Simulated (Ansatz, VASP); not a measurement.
# One calculation of AlN, two programs

The input POSCAR:

```
AlN
1.0
    0.0000000000      2.1839935596      2.1839935596
    2.1839935596      0.0000000000      2.1839935596
    2.1839935596      2.1839935596      0.0000000000
Al N
1 1
Direct
   -0.0132177649     -0.0132177649     -0.0132177649
    0.7500000000      0.7500000000      0.7500000000
```

File INCAR.step1:

```
ALGO = Normal
EDIFF = 1E-4
ENCUT = 520
GGA = PE
ISMEAR = 0
LASPH = T
LCHARG = F
LREAL = F
LWAVE = T
NBANDS = 11
NELM = 80
PREC = Accurate
SIGMA = 0.05
```

Contents of INCAR.step2:

```
ALGO = Normal
EDIFF = 1E-6
ENCUT = 520
ISIF = 2
ISMEAR = 0
ISTART = 1
LASPH = T
LCHARG = F
LMIXTAU = T
LREAL = F
LWAVE = F
METAGGA = R2SCAN
NBANDS = 11
NELM = 80
PREC = Accurate
SIGMA = 0.05
```

KPOINTS

```
k-points
0
Gamma
  10 10 10
```

Input for Ansatz:

```yaml
crystal:
  lattice:
    - [0.0, 2.1839935596, 2.1839935596]
    - [2.1839935596, 0.0, 2.1839935596]
    - [2.1839935596, 2.1839935596, 0.0]
  atoms:
    - { symbol: Al, position: [-0.0132177649, -0.0132177649, -0.0132177649] }
    - { symbol: "N", position: [0.75, 0.75, 0.75] }
basis:
  ecutwfc: 500
kpoints:
  mp_grid: { grid: [10, 10, 10] }
hamiltonian:
  xc: r2scan
scf:
  occupations: { method: gaussian, width: 0.05 }
output:
  forces: true
  stress: true
  eigenvalues: true
```

Change from the starting cell: all Al atoms moved -0.100 Å, as atom 1 along Cartesian [1 1 1].

Alike in both runs: task single point; functional r2SCAN; k mesh 10 × 10 × 10; occupations gaussian, width 0.05 eV; no spin polarisation.

|  | VASP | Ansatz |
| --- | --- | --- |
| version | VASP 6.6.1 | Ansatz 0.2.0 |
| potentials or method | VASP PAW PBE potentials, release 64 (Al, N), cutoff 520 eV | scalar-relativistic, plane waves, PAW |
| valence electrons in the cell | 8 | 8 |

|  | VASP | Ansatz | Ansatz less VASP |
| --- | --- | --- | --- |
| gap on the k mesh at the Fermi level (eV) | 3.78 | 3.79 | +0.007 |
| least direct gap on the mesh (eV) | 4.72 | 4.68 | -0.039 |
| pressure (GPa) | 1.3 | 1.7 | +0.39 |
| traceless stress, the component that is largest in VASP (GPa) | 5.10 | 4.99 | -0.107 |
| rms of the force components (eV/Å) | 1.109 | 1.095 | -0.0139 |

VASP's potentials were made for PBE, not for r2SCAN. Atom by atom the forces differ by 0.014 eV/Å (rms over components).
